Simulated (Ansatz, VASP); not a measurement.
Si: VASP beside Ansatz

POSCAR

```
Si
1.0
    5.4442106826      0.0000000000      0.0000000000
    0.0000000000     -5.4442106826      0.0000000000
    0.0000000000      0.0000000000     -5.4442106826
Si
8
Direct
    0.5000000000      1.0000000000      1.0000000000
    0.0000000000      0.5000000000      1.0000000000
    0.0000000000      1.0000000000      0.5000000000
    0.5000000000      0.5000000000      0.5000000000
    0.7500000000      0.7500000000      0.7500000000
    0.2500000000      0.2500000000      0.7500000000
    0.2500000000      0.7500000000      0.2500000000
    0.7500000000      0.2500000000      0.2500000000
```

File INCAR.step1:

```
  PREC = Accurate
  ENCUT = 520
  ISMEAR = 0
  SIGMA = 0.05
  LREAL = False
  LASPH = True
  NELM = 80
  NBANDS = 26
  GGA = PE
  ALGO = Normal
  EDIFF = 1E-4
  LWAVE = True
  LCHARG = False
```

INCAR.step2

```
  PREC = Accurate
  ENCUT = 520
  EDIFF = 1E-6
  ISMEAR = 0
  SIGMA = 0.05
  LREAL = False
  LASPH = True
  NELM = 80
  ALGO = Normal
  ISIF = 2
  LWAVE = False
  LCHARG = False
  METAGGA = R2SCAN
  LMIXTAU = True
  NBANDS = 26
  ISTART = 1
```

Contents of KPOINTS:

```
regular mesh
0
Gamma
  6 6 6
```

Input for Ansatz:

```yaml
crystal:
  lattice:
    - [5.4442106826, 0.0, 0.0]
    - [0.0, -5.4442106826, 0.0]
    - [0.0, 0.0, -5.4442106826]
  atoms:
    - { symbol: Si, position: [0.5, 1.0, 1.0] }
    - { symbol: Si, position: [0.0, 0.5, 1.0] }
    - { symbol: Si, position: [0.0, 1.0, 0.5] }
    - { symbol: Si, position: [0.5, 0.5, 0.5] }
    - { symbol: Si, position: [0.75, 0.75, 0.75] }
    - { symbol: Si, position: [0.25, 0.25, 0.75] }
    - { symbol: Si, position: [0.25, 0.75, 0.25] }
    - { symbol: Si, position: [0.75, 0.25, 0.25] }
basis:
  ecutwfc: 500
kpoints:
  mp_grid: { grid: [6, 6, 6] }
hamiltonian:
  xc: r2scan
scf:
  occupations: { method: gaussian, width: 0.05 }
output:
  forces: true
  stress: true
  eigenvalues: true
  write_density: true
  write_potential: true
  elf: true
  volumetric_format: npy
```

Alike in both runs: task single point; functional r2SCAN; k mesh 6 × 6 × 6; occupations gaussian, width 0.05 eV; no spin polarisation.

|  | VASP | Ansatz |
| --- | --- | --- |
| version | VASP 6.6.1 | Ansatz 0.2.0 |
| potentials or method | VASP PAW PBE potentials, release 64 (Si), cutoff 520 eV | scalar-relativistic, plane waves, PAW |
| valence electrons in the cell | 32 | 32 |

Ansatz gave:

| Item | Value |
| --- | --- |
| gap on the k mesh at the Fermi level (eV) | 0.77 |
| least direct gap on the mesh (eV) | 0.92 |
| pressure (GPa) | 0.0 |

Estimate VASP's values.

gap on the k mesh at the Fermi level (eV): 0.79; least direct gap on the mesh (eV): 0.94; pressure (GPa): -0.2.

VASP's potentials were made for PBE, not for r2SCAN. With one functional, cell and mesh, what is left measures potentials, basis and numerics.
